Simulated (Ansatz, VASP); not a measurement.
One calculation of Ag, two programs

```
Ag
1.0
    -1.61038    1.65353    1.61816
     1.65931   -1.66055    1.67410
     1.63933    1.68950   -1.62517
Ag
1
Direct
  0.00000 0.00000 0.00000
```

Change from the starting cell: cell sheared at random, sigma 0.01, atoms nudged by 0.01 Å.

Alike in both runs: task single point; functional HSE06; k mesh 5 × 5 × 5; occupations fermi-dirac, width 0.05 eV; non-collinear spin, spin-orbit coupling.

|  | VASP | Ansatz |
| --- | --- | --- |
| version | VASP 6.6.1 | Ansatz 0.2.0 |
| potentials or method | VASP PAW PBE potentials, release 64 (Ag) | Ansatz PAW |
| plane-wave cutoff (eV) | 400 | 420 |
| valence electrons in the cell | 11 | 19 |

Ansatz gave:

```
pressure (GPa)                                                : -1.9
traceless stress, the component that is largest in VASP (GPa) : 7.62
net moment per atom (μB)                                      : 0.00
```

Task: Estimate VASP's values.

Result: Pressure (GPa): -2.3; traceless stress, the component that is largest in VASP (GPa): 7.63; net moment per atom (μB): 0.00.

VASP's potentials hold 11 valence electrons a cell and Ansatz's 19, so a difference there can come from the potentials and not from the codes.

The k mesh is coarse, so the values compare programs but aren't converged.
